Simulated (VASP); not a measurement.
Runs of VASP 6.6.1 on TePt3. The structure is that of space group Im-3m (No. 229), or close to it. The cells are those of the table. 

| task | cell | k mesh | cutoff (eV) | gap on the mesh (eV) | pressure (GPa) | relaxed volume (Å³/atom) |
| --- | --- | --- | --- | --- | --- | --- |
| single point | a = 4.643 Å, angles 109.5°, 4 atoms | 12 × 12 × 12 | 520 | none | (b) | - |
| relaxation of cell and atoms | relaxed from a = 4.655 Å, angles 109.5°, 4 atoms | 12 × 12 × 12 | 600 | none | 0.0 | (a) |
| relaxation of cell and atoms | relaxed from a = 4.785 Å, angles 109.5°, 4 atoms | 4 × 4 × 4 | 600 | none | -0.1 | 19.37 |
| single point | a = 4.785 Å, angles 109.5°, 4 atoms | 4 × 4 × 4 | 520 | none | -10.8 | - |
| single point | a = 4.655 Å, angles 109.5°, 4 atoms | 4 × 4 × 4 | 520 | none | -0.5 | - |

Alike in all rows: level PBE; potentials or basis VASP PAW PBE potentials, release 64 (Te, Pt); no spin polarisation; smearing gaussian 0.1 eV.

Task: Fill in the values left out.

Result: (a) 19.22; (b) -0.3.

Caveats: some runs use coarse meshes; spin-orbit coupling is left out, which moves the levels of the heavy elements.

A k mesh can miss the band edges, and the runs leave out spin-orbit coupling on Pt, Te.

A gap of «none» marks levels without a gap at the run's occupations.
